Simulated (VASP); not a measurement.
# Ru (P6_3/mmc) in VASP: notebook

Ru is run at these levels: r2SCAN, PBEsol; tasks: single point.

All numbers are computed with VASP 6.6.1; they aren't measurements. Logs are shortened: lines on timing, memory, paths and dates and some standing lists are left out, and cuts for length are marked.

## Step 1: The cell of the first run

Symmetry: P6_3/mmc, No. 194, hexagonal system. The conventional cell has a = 2.741 Å, b = 2.741 Å, c = 4.338 Å, α = 90.00°, β = 90.00°, γ = 120.00°. Ru (site symmetry -6m2) has 12 Ru at 2.69 to 2.74 Å within 3.5 Å.

## Step 2: Single point, r2SCAN

The input, POSCAR:

```
Ru
1.0
    2.7414067149      0.0000000000      0.0000000000
   -1.3707033574      2.3741278572      0.0000000000
    0.0000000000      0.0000000000      4.3382472512
Ru
2
Direct
    0.6666666667      0.3333333333      0.7500000000
    0.3333333333      0.6666666667      0.2500000000
```

The input, INCAR.step1:

```
PREC = Accurate
ENCUT = 520
ISMEAR = -1
SIGMA = 0.05
LREAL = F
LASPH = T
NELM = 80
NBANDS = 21
GGA = PE
ALGO = Normal
EDIFF = 1E-4
LWAVE = T
LCHARG = F
```

The input, INCAR.step2:

```
PREC = Accurate
ENCUT = 520
EDIFF = 1E-6
ISMEAR = -1
SIGMA = 0.05
LREAL = F
LASPH = T
NELM = 80
ALGO = Normal
ISIF = 2
LWAVE = F
LCHARG = T
METAGGA = R2SCAN
LMIXTAU = T
LELF = T
LVHAR = T
NBANDS = 21
ISTART = 1
```

The input, KPOINTS:

```
Automatic mesh
0
Gamma
  11 11 6
```

Potentials or basis: VASP PAW PBE potentials, release 64 (Ru_pv).

Launch:

```
$ cat potpaw_PBE.64/Ru_pv/POTCAR > POTCAR
$ cp INCAR.step1 INCAR
$ mpirun -np 1 vasp_std > vasp.out
$ cp INCAR.step2 INCAR
$ mpirun -np 1 vasp_std > vasp.out
```

OUTCAR:

```text
PREC = Accurate
   ENCUT = 520
   EDIFF = 1E-6
   ISMEAR = -1
   LREAL = F
   LASPH = T
   NELM = 80
   ISIF = 2
   METAGGA = R2SCAN
   ISTART = 1

 ion  position               nearest neighbor table
   1  0.667  0.333  0.750-   2 2.69   2 2.69   2 2.69   2 2.69   2 2.69   2 2.69
   2  0.333  0.667  0.250-   1 2.69   1 2.69   1 2.69   1 2.69   1 2.69   1 2.69

  LATTYP: Found a hexagonal cell.
 ALAT       =     2.7414067149
 C/A-ratio  =     1.5824894670

  Lattice vectors:

 A1 = (   2.7414067149,   0.0000000000,   0.0000000000)
 A2 = (  -1.3707033574,   2.3741278572,   0.0000000000)
 A3 = (   0.0000000000,   0.0000000000,   4.3382472512)

Analysis of symmetry for initial positions (statically):
=====================================================================
 Subroutine PRICEL returns:
 Original cell was already a primitive cell.

 Routine SETGRP: Setting up the symmetry group for a
 hexagonal supercell.

 Subroutine GETGRP returns: Found 24 space group operations
 (whereof 12 operations were pure point group operations)
 out of a pool of 24 trial point group operations.

The static configuration has the point symmetry D_3d.
 The point group associated with its full space group is D_6h.

Analysis of symmetry for dynamics (positions and initial velocities):
=====================================================================
 Subroutine PRICEL returns:
 Original cell was already a primitive cell.

 Routine SETGRP: Setting up the symmetry group for a
 hexagonal supercell.

 Subroutine GETGRP returns: Found 24 space group operations
 (whereof 12 operations were pure point group operations)
 out of a pool of 24 trial point group operations.

The dynamic configuration has the point symmetry D_3d.
 The point group associated with its full space group is D_6h.

 Subroutine INISYM returns: Found 24 space group operations
 (whereof 12 operations are pure point group operations),
 and found     1 'primitive' translations

----------------------------------------------------------------------------------------

                                     Primitive cell

  volume of cell :      28.2353

  direct lattice vectors                    reciprocal lattice vectors
     2.741406715  0.000000000  0.000000000     0.364776228  0.210603653  0.000000000
    -1.370703357  2.374127857  0.000000000     0.000000000  0.421207306  0.000000000
     0.000000000  0.000000000  4.338247251     0.000000000  0.000000000  0.230507839

  length of vectors
     2.741406715  2.741406715  4.338247251     0.421207306  0.421207306  0.230507839

  position of ions in fractional coordinates (direct lattice)
     0.666666667  0.333333333  0.750000000
     0.333333333  0.666666667  0.250000000

  ion indices of the primitive-cell ions
   primitive index   ion index
                 1           1
                 2           2

----------------------------------------------------------------------------------------

 KPOINTS: Automatic mesh

Automatic generation of k-mesh.
 Grid dimensions read from file:
 generate k-points for:   11   11    6

 Generating k-lattice:

  Cartesian coordinates                     Fractional coordinates (reciprocal lattice)
     0.033161475  0.019145787  0.000000000     0.090909091  0.000000000  0.000000000
     0.000000000  0.038291573  0.000000000     0.000000000  0.090909091  0.000000000
     0.000000000  0.000000000  0.038417973     0.000000000  0.000000000  0.166666667

  Length of vectors
     0.038291573  0.038291573  0.038417973

  Shift w.r.t. Gamma in fractional coordinates (k-lattice)
     0.000000000  0.000000000  0.000000000

 Subroutine IBZKPT returns following result:
 ===========================================

 Found     64 irreducible k-points:

 Following reciprocal coordinates:
            Coordinates               Weight
  0.000000  0.000000  0.000000      1.000000
  0.090909 -0.000000  0.000000      6.000000
  0.181818  0.000000  0.000000      6.000000
  0.272727  0.000000  0.000000      6.000000
  0.363636  0.000000  0.000000      6.000000
  0.454545  0.000000  0.000000      6.000000
[... 16 lines left out ...]
  0.090909  0.090909  0.166667     12.000000
  0.181818  0.090909  0.166667     24.000000
 [... further k-points ...]
   k-points           NKPTS =     64   k-points in BZ     NKDIM =     64   number of bands    NBANDS=     21
   number of dos      NEDOS =    301   number of ions     NIONS =      2
   total plane-waves  NPLWV =  12800
   dimension x,y,z NGX =    20 NGY =   20 NGZ =   32
   dimension x,y,z NGXF=    40 NGYF=   40 NGZF=   64
   ions per type =               2
   NGX,Y,Z   is equivalent  to a cutoff of  12.13, 12.13, 12.26 a.u.
   NGXF,Y,Z  is equivalent  to a cutoff of  24.26, 24.26, 24.53 a.u.
 SYSTEM =  unknown system
   PREC   = accura    normal or accurate (medium, high low for compatibility)
   ISTART =      1    job   : 0-new  1-cont  2-samecut
   ICHARG =      0    charge: 1-file 2-atom 10-const
   ISPIN  =      1    spin polarized calculation?
   LNONCOLLINEAR =      F non collinear calculations
   LSORBIT =      F    spin-orbit coupling
   LASPH  =      T    aspherical Exc in radial PAW
   ENCUT  =  520.0 eV  38.22 Ry    6.18 a.u.   5.10  5.10  8.07*2*pi/ulx,y,z
   NELM   =     80;   NELMIN=  2; NELMDL=  0     # of ELM steps
   EDIFF  = 0.1E-05   stopping-criterion for ELM
   LREAL  =      F    real-space projection
   EDIFFG = 0.1E-04   stopping-criterion for IOM
   NSW    =      0    number of steps for IOM
   IBRION =     -1    ionic relax: 0-MD 1-quasi-New 2-CG
   NFREE  =      0    steps in history (QN), initial steepest desc. (CG)
   ISIF   =      2    stress and relaxation
   ISYM   =      2    0-nonsym 1-usesym 2-fastsym
   POTIM  = 0.5000    time-step for ionic-motion
   TEBEG  =    0.0;   TEEND  =   0.0 temperature during run
   PSTRESS=    0.0 pullay stress
   NELECT =      28.0000    total number of electrons
   NUPDOWN=      -1.0000    fix difference up-down
   EMIN   =  10.00;   EMAX   =-10.00  energy-range for DOS
   EFERMI =   0.00;   METHOD = LEGACY
   ISMEAR =    -1;   SIGMA  =   0.05  broadening in eV -4-tet -1-fermi 0-gaus
   EFERMI_NEDOS =   21; number of points for ismear=-14 and -15
   IALGO  =     38    algorithm
   IMIX   =      4    mixing-type and parameters
     AMIX     =   0.40;   BMIX     =  1.00
     AMIX_MAG =   1.60;   BMIX_MAG =  1.00
  volume/ion in A,a.u.               =      14.12        95.27
  Fermi-wavevector in a.u.,A,eV,Ry     =   1.632539  3.085051 36.262022  2.665183
  Thomas-Fermi vector in A             =   2.724493
   LORBIT       =      0    0 simple, 1 ext, 2 COOP (PROOUT), +10 PAW based schemes
   METAGGA = R2SCAN    functional components
   LHFCALC =     F    Hartree Fock is set to
   AEXX    =    0.0000 exact exchange contribution
   IVDW    =     0    specifies the selected vdW correction
   LEPSILON=     F    determine dielectric tensor
   LRPA    =     F    only Hartree local field effects (RPA)
 non-spin polarized calculation
  energy-cutoff  :      520.00
  volume of cell :       28.24
 maximum number of plane-waves:       776
   NGX = 11   NGY = 11   NGZ = 17

 number of electron      28.0000011 magnetization

 Free energy of the ion-electron system (eV)
  ---------------------------------------------------
  ext. energy  EPLUGINS =         0.00000000
  ---------------------------------------------------
  free energy    TOTEN  =       -50.80752147 eV

  energy without entropy =      -50.79052767  energy(sigma->0) =      -50.79902457

 E-fermi :  11.9559     XC(G=0): -15.1321

 val. band max:       11.9344636726   @ k =   0.2727   0.0000   0.0000
 cond. band min:      11.9649761191   @ k =   0.3636   0.0000   0.3333
 fundamental gap:      0.0305124465
 Fermi energy:        11.9558626393

 k-point     1 :       0.0000    0.0000    0.0000
  band No.  band energies     occupation
      1     -32.9103      2.00000
      2     -32.0251      2.00000
      3     -32.0251      2.00000
      4     -31.8630      2.00000
      5     -31.8630      2.00000
      6     -31.8255      2.00000
[... 13 lines left out ...]
     20      20.4145      0.00000
     21      22.3627      0.00000

 k-point     2 :       0.0909   -0.0000    0.0000
  band No.  band energies     occupation
      1     -32.8837      2.00000
      2     -32.0811      2.00000
      3     -32.0439      2.00000
      4     -31.9214      2.00000
      5     -31.8708      2.00000
      6     -31.8379      2.00000
[... 13 lines left out ...]
     20      20.4145      0.00000
     21      22.3163      0.00000

 k-point     3 :       0.1818    0.0000    0.0000
  band No.  band energies     occupation
      1     -32.8081      2.00000
      2     -32.2313      2.00000
      3     -32.0926      2.00000
      4     -32.0746      2.00000
      5     -31.8932      2.00000
      6     -31.8752      2.00000
[... 13 lines left out ...]
     20      20.4145      0.00000
     21      22.1804      0.00000

 k-point     4 :       0.2727    0.0000    0.0000
  band No.  band energies     occupation
      1     -32.6962      2.00000
      2     -32.4283      2.00000
      3     -32.2677      2.00000
      4     -32.1537      2.00000
      5     -31.9368      2.00000
      6     -31.9247      2.00000
[... 13 lines left out ...]
     20      20.4146      0.00000
     21      22.0162      0.00000

 k-point     5 :       0.3636    0.0000    0.0000
  band No.  band energies     occupation
      1     -32.6091      2.00000
      2     -32.5699      2.00000
      3     -32.4385      2.00000
      4     -32.2078      2.00000
      5     -32.0165      2.00000
      6     -31.9551      2.00000
[... 13 lines left out ...]
     20      21.4589      0.00000
     21      22.2051      0.00000
[... 382 lines left out ...]
     20      20.4145      0.00000
     21      23.2266      0.00000

 k-point    22 :       0.4545    0.0000    0.1667
  band No.  band energies     occupation
      1     -32.7713      2.00000
      2     -32.5987      2.00000
      3     -32.3741      2.00000
      4     -32.2218      2.00000
      5     -32.0649      2.00000
      6     -31.9917      2.00000
[... 13 lines left out ...]
     20      20.4146      0.00000
     21      22.6794      0.00000

 k-point    23 :       0.0909    0.0909    0.1667
  band No.  band energies     occupation
      1     -32.7790      2.00000
      2     -32.1530      2.00000
      3     -32.1103      2.00000
      4     -32.0384      2.00000
      5     -31.9073      2.00000
      6     -31.8871      2.00000
[... 13 lines left out ...]
     20      20.4145      0.00000
     21      23.7124      0.00000

 k-point    24 :       0.1818    0.0909    0.1667
  band No.  band energies     occupation
      1     -32.7129      2.00000
      2     -32.3035      2.00000
      3     -32.2581      2.00000
      4     -32.1118      2.00000
      5     -31.9504      2.00000
      6     -31.9200      2.00000
[... 13 lines left out ...]
     20      20.4145      0.00000
     21      23.8832      0.00000

 [... further k-points ...]
[... 5 lines left out ...]
  --------------------------------------------------------------------------------------
  -------------------------------------------------------------------------------------
  Total       -2.1115199     -2.1115199     -2.3870855     -0.0000000      0.0000000      0.0000000
  in kB     -119.8157408   -119.8157408   -135.4523935     -0.0000000      0.0000000      0.0000000
  external PRESSURE =    -125.0279584 kB  Pullay stress =       0.0000000 kB

 VOLUME and BASIS-vectors are now :
 -----------------------------------------------------------------------------
  energy-cutoff  :      520.00
  volume of cell :       28.24
      direct lattice vectors                 reciprocal lattice vectors
     2.741406715  0.000000000  0.000000000     0.364776228  0.210603653  0.000000000
    -1.370703357  2.374127857  0.000000000     0.000000000  0.421207306  0.000000000
     0.000000000  0.000000000  4.338247251     0.000000000  0.000000000  0.230507839

 POSITION                                       TOTAL-FORCE (eV/Angst)
 -----------------------------------------------------------------------------------
      1.37070      0.79138      3.25369         0.000000     -0.000000      0.000000
     -0.00000      1.58275      1.08456        -0.000000      0.000000      0.000000
 -----------------------------------------------------------------------------------
    total drift:                                0.000000     -0.000000      0.000000

  FREE ENERGIE OF THE ION-ELECTRON SYSTEM (eV)
  ---------------------------------------------------
  free  energy   TOTEN  =       -50.8075214697 eV

  energy  without entropy=      -50.7905276736  energy(sigma->0) =      -50.79902457
```

It took 60 s on 1 thread of Intel Xeon 6975P-C, shared host; peak memory 0.16 GiB.

Results:

```yaml
Free_energy: -50.8075 eV
Pressure: -12.5 GPa
Band_gap_on_the_k_mesh: zero (band 14 reaches 13.48 eV, above the bottom of band 15 at 10.47 eV)
```

Levels at points of the mesh, in eV from the Fermi level:
| k point | band 12 | band 13 | band 14 | band 15 | band 16 | band 17 |
| --- | --- | --- | --- | --- | --- | --- |
| (0.00, 0.00, 0.00) | -1.82 | -1.82 | -1.31 | -1.31 | 1.23 | 1.23 |
| (0.00, 0.00, 0.50) | -2.65 | -2.63 | -2.63 | 0.59 | 0.59 | 0.59 |

Caveat: the PAW data sets were made with another functional, which shifts forces and pressure a little.

## Step 3: Single point, r2SCAN

This run uses another cell than the first one, of 14.39 Å³/atom, 1.019 times its volume.

The input, POSCAR:

```
Ru
1.0
    2.7588683749      0.0000000000      0.0000000000
   -1.3794341875      2.3892500984      0.0000000000
    0.0000000000      0.0000000000      4.3658801443
Ru
2
Direct
    0.6666666667      0.3333333333      0.7500000000
    0.3333333333      0.6666666667      0.2500000000
```

The input, INCAR.step1:

```
SYSTEM = Ru
  ALGO = Normal
  EDIFF = 1E-4
  ENCUT = 520
  GGA = PE
  ISMEAR = -1
  LASPH = .True.
  LCHARG = .False.
  LREAL = .False.
  LWAVE = .True.
  NBANDS = 21
  NELM = 80
  PREC = Accurate
  SIGMA = 0.05
```

The input, INCAR.step2:

```
SYSTEM = Ru
  ALGO = Normal
  EDIFF = 1E-6
  ENCUT = 520
  ISIF = 2
  ISMEAR = -1
  ISTART = 1
  LASPH = .True.
  LCHARG = .True.
  LELF = .True.
  LMIXTAU = .True.
  LREAL = .False.
  LVHAR = .True.
  LWAVE = .False.
  METAGGA = R2SCAN
  NBANDS = 21
  NELM = 80
  PREC = Accurate
  SIGMA = 0.05
```

The input, KPOINTS:

```
k-points
0
Gamma
  11 11 6
  0 0 0
```

Potentials or basis: VASP PAW PBE potentials, release 64 (Ru_pv).

Launch:

```
$ cat potpaw_PBE.64/Ru_pv/POTCAR > POTCAR
$ cp INCAR.step1 INCAR
$ mpirun -np 1 vasp_std > vasp.out
$ cp INCAR.step2 INCAR
$ mpirun -np 1 vasp_std > vasp.out
```

Run time: 71 s. Hardware: 1 thread of Intel Xeon 6975P-C, shared host; peak memory 0.17 GiB.

Results (log left out):

* Free energy: -50.7568 eV
* Pressure: -17.5 GPa
* Band gap on the k mesh: zero (band 14 reaches 13.10 eV, above the bottom of band 15 at 10.18 eV)

Stress tensor (GPa, compression positive):
```
-16.89   0.00   0.00
  0.00 -16.89   0.00
  0.00   0.00 -18.76
```

Levels at points of the mesh, in eV from the Fermi level:
```tsv
k point	band 11	band 12	band 13	band 14	band 15	band 16	band 17	band 18
(0.00, 0.00, 0.00)	-2.24	-1.76	-1.76	-1.28	-1.28	1.19	1.19	1.36
(0.00, 0.00, 0.50)	-2.57	-2.57	-2.57	-2.57	0.57	0.57	0.57	0.57
```

Caveat: the PAW data sets were made with another functional, which shifts forces and pressure a little.

## Step 4: Single point, PBEsol, non-collinear spin, zero start, spin-orbit coupling

This run uses another cell than the first one, of 13.57 Å³/atom, 0.962 times its volume.

The input, INCAR:

```
SYSTEM = Ru
PREC = Accurate
ENCUT = 520
EDIFF = 1E-6
ISMEAR = -1
SIGMA = 0.05
LREAL = .False.
LASPH = .True.
NELM = 150
ALGO = Normal
ISIF = 2
LWAVE = .False.
LCHARG = .False.
MAGMOM = 0 0 0 0 0 0
LORBIT = 11
LSORBIT = .True.
GGA_COMPAT = .False.
LORBMOM = .True.
LMAXMIX = 4
GGA = PS
NBANDS = 40
```

The input, KPOINTS:

```
regular mesh
0
Gamma
  11 11 6
  0 0 0
```

The input, POSCAR:

```
Ru
1.0
    2.7058000000      0.0000000000      0.0000000000
   -1.3529000000      2.3432915376      0.0000000000
    0.0000000000      0.0000000000      4.2819000000
Ru
2
Direct
    0.6666666667      0.3333333333      0.7500000000
    0.3333333333      0.6666666667      0.2500000000
```

Launch:

```
$ cat potpaw_PBE.64/Ru_pv/POTCAR > POTCAR
$ mpirun -np 1 vasp_ncl > vasp.out
```

Wall time 3.9 min (1 thread of Intel Xeon 8259CL, shared host); peak memory 0.24 GiB.

It converged, with:

```yaml
Free_energy: -20.5936 eV
Pressure: -6.1 GPa
Net_moment: 0.00 μB per cell
Valence_electrons_inside_the_program's_atomic_spheres: Ru 12.66
```

Stress tensor (GPa, compression positive):
```
-5.92  0.00  0.00
 0.00 -5.92  0.00
 0.00  0.00 -6.42
```

Moments on the atoms (μB; x, y, z):
```
Ru  0.00 0.00 0.00
Ru  0.00 0.00 0.00
```

Caveat: the PAW data sets were made with another functional, which shifts forces and pressure a little.

## Step 5: Single point, PBEsol

This run uses another cell than the first one, of 13.57 Å³/atom, 0.962 times its volume.

The input, INCAR:

```
SYSTEM = Ru
ALGO = Normal
EDIFF = 1E-6
ENCUT = 520
GGA = PS
ISIF = 2
ISMEAR = -1
LASPH = .TRUE.
LCHARG = .FALSE.
LREAL = .FALSE.
LWAVE = .FALSE.
NBANDS = 21
NELM = 100
PREC = Accurate
SIGMA = 0.05
```

The input, KPOINTS:

```
k-points
0
G
  8 8 4
  0 0 0
```

POSCAR is that of step 4.

Launch:

```
$ cat potpaw_PBE.64/Ru_pv/POTCAR > POTCAR
$ mpirun -np 1 vasp_std > vasp.out
```

It took 10 s on 1 thread of AMD EPYC 7R13 (Zen 3), shared host; peak memory 0.11 GiB.

It converged, with:

| Quantity | Value |
| --- | --- |
| Free energy | -20.3651 eV |
| Pressure | -6.5 GPa |
| Band gap on the k mesh | zero (band 14 reaches 14.14 eV, above the bottom of band 15 at 11.21 eV) |

Stress tensor (GPa, compression positive):
```
-6.04  0.00  0.00
 0.00 -6.04  0.00
 0.00  0.00 -7.28
```

Levels at points of the mesh, in eV from the Fermi level:
```tsv
k point	band 10	band 11	band 12	band 13	band 14	band 15	band 16	band 17	band 18	band 19
(0.00, 0.00, 0.00)	-2.55	-2.39	-1.86	-1.86	-1.35	-1.35	1.23	1.23	1.29	10.19
(0.50, 0.00, 0.00)	-2.98	-2.04	-1.78	-1.48	1.49	1.91	1.97	4.11	6.15	10.29
(0.00, 0.00, 0.50)	-2.72	-2.72	-2.72	-2.70	-2.70	0.59	0.59	0.59	0.59	10.29
(0.50, 0.00, 0.50)	-4.49	-1.02	-1.02	0.48	0.48	1.75	1.75	3.42	3.42	10.26
```

Caveat: the k points lie up to 0.37 Å⁻¹ apart; the PAW data sets were made with another functional, which shifts forces and pressure a little.

## Step 6: The runs side by side

| level | spin | cell | k mesh | gap on the mesh (eV) | pressure (GPa) |
| --- | --- | --- | --- | --- | --- |
| r2SCAN | off | a = 2.741, b = 2.741, c = 4.338 Å, angles 90.0, 90.0, 120.0°, 2 atoms | 11 × 11 × 6 | none | -12.5 |
| r2SCAN | off | a = 2.759, b = 2.759, c = 4.366 Å, angles 90.0, 90.0, 120.0°, 2 atoms | 11 × 11 × 6 | none | -17.5 |
| PBEsol | non-collinear, zero start, SOC | a = 2.706, b = 2.706, c = 4.282 Å, angles 90.0, 90.0, 120.0°, 2 atoms | 11 × 11 × 6 | - | -6.1 |
| PBEsol | off | a = 2.706, b = 2.706, c = 4.282 Å, angles 90.0, 90.0, 120.0°, 2 atoms | 8 × 8 × 4 | none | -6.5 |

Alike in all rows: task single point; potentials or basis VASP PAW PBE potentials, release 64 (Ru_pv); cutoff (eV) 520; smearing fermi-dirac 0.05 eV.

Caveats: some runs use coarse meshes; the PAW data sets were made with another functional, which shifts forces and pressure a little.

Absolute energies hang on the potentials; compare differences alone.
